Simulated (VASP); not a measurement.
Set up this calculation in VASP 6.6.1, as the native input.

```
Task                   : single point
Functional             : PBE
Potentials or basis    : VASP PAW PBE potentials, release 64 (Tl_d)
Cutoff                 : 520 eV
k mesh                 : 11 × 11 × 6
Occupations            : fermi-dirac, width 0.05 eV
Spin                   : no spin polarisation
Dipole correction      : no
Further INCAR settings : ALGO = Normal; EDIFF = 1e-07; NBANDS = 20
```

The structure of Tl lies in POSCAR:

```
Tl
1.0
    3.4738667352      0.0000000000      0.0000000000
   -1.7369333676      3.0084568421      0.0000000000
    0.0000000000      0.0000000000      5.6086641510
Tl
2
Direct
    0.3333333333      0.6666666667      0.2500000000
    0.6666666667      0.3333333333      0.7500000000
```

These files were run (other wordings do the same):

INCAR

```
PREC = Accurate
ENCUT = 520
EDIFF = 1E-7
ISMEAR = -1
SIGMA = 0.05
LREAL = F
LASPH = T
NELM = 100
ALGO = Normal
ISIF = 2
LWAVE = F
LCHARG = F
GGA = PE
NBANDS = 20
```

KPOINTS

```
regular mesh
0
Gamma
  11 11 6
```

Potentials or basis: VASP PAW PBE potentials, release 64 (Tl_d).

Launch:

```console
$ cat potpaw_PBE.64/Tl_d/POTCAR > POTCAR
$ mpirun -np 1 vasp_std > vasp.out
```

Results of the run:

The pressure is 2.1 GPa. The band gap on the k mesh is zero (bands 13 and 14 overlap by 5.36 eV).

Caveat: spin-orbit coupling is left out, which moves the levels of the heavy elements.

Run time: 32 s on 1 thread of Intel(R) Xeon(R) Platinum 8488C (Sapphire Rapids), on a shared host, peak memory 0.2 GiB.
